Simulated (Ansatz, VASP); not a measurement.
This is a calculation of Au for VASP 6.6.1.

File POSCAR:

```
Au
1.0
    0.0000000000      2.0749120936      2.0749120936
    2.0749120936      0.0000000000      2.0749120936
    2.0749120936      2.0749120936      0.0000000000
Au
1
Direct
    0.0000000000      0.0000000000      0.0000000000
```

File INCAR.step1:

```
  PREC = Accurate
  ENCUT = 520
  EDIFF = 1E-5
  ISMEAR = -1
  SIGMA = 0.05
  LREAL = False
  LASPH = True
  NELM = 100
  ALGO = Normal
  ISIF = 2
  LWAVE = True
  GGA = PE
  NBANDS = 12
```

INCAR.step2

```
  PREC = Accurate
  ENCUT = 520
  EDIFF = 1E-6
  ISMEAR = -1
  SIGMA = 0.05
  LREAL = False
  LASPH = True
  NELM = 100
  ALGO = Normal
  ISIF = 2
  LWAVE = False
  LCHARG = True
  GGA = B3
  LHFCALC = True
  AEXX = 0.2
  AGGAX = 0.72
  AGGAC = 0.81
  ALDAC = 0.19
  PRECFOCK = Normal
  LELF = True
  LVHAR = True
  ISTART = 1
  NBANDS = 12
```

Contents of KPOINTS:

```
regular mesh
0
Gamma
  6 6 6
```

Potentials or basis: VASP PAW PBE potentials, release 64 (Au).

Launch:

```console
$ cat potpaw_PBE.64/Au/POTCAR > POTCAR
$ cp INCAR.step1 INCAR
$ mpirun -np 1 vasp_std > vasp.out
$ cp INCAR.step2 INCAR
$ mpirun -np 1 vasp_std > vasp.out
```

**Question.** Set up the same calculation for Ansatz 0.2.0. Potentials there: Ansatz PAW.

**Answer.** As run (the cutoff follows the program's own potentials):

Contents of input.yaml:

```yaml
crystal:
  lattice:
    - [0.0, 2.0749120936, 2.0749120936]
    - [2.0749120936, 0.0, 2.0749120936]
    - [2.0749120936, 2.0749120936, 0.0]
  atoms:
    - { symbol: Au, position: [0.0, 0.0, 0.0] }
hamiltonian:
  xc: b3lyp
  pseudopotentials: { kind: paw }
kpoints:
  mp_grid: { grid: [6, 6, 6] }
scf:
  occupations: { method: fermi_dirac, width: 0.05 }
output:
  forces: true
  stress: true
  eigenvalues: true
```

Potentials or basis: Ansatz PAW.

Run with:

```console
$ ansatz run input.yaml --threads 2 --pin off --max-ram 5632MiB --backend cpu --events-out ev --progress --plain --runs-dir out
```

Both were run:

|  | VASP | Ansatz | Ansatz less VASP |
| --- | --- | --- | --- |
| gap on the k mesh at the Fermi level (eV) | none | none | - |
| pressure (GPa) | 8.6 | 8.1 | -0.50 |

VASP's potentials were made for PBE, not for B3LYP. A gap of «none» marks a metal or a gap that the smearing closes. VASP's potentials hold 11 valence electrons a cell and Ansatz's 19, so a difference there can come from the potentials and not from the codes.

The k mesh is coarse, so the values compare programs but aren't converged. Spin-orbit coupling is off throughout.
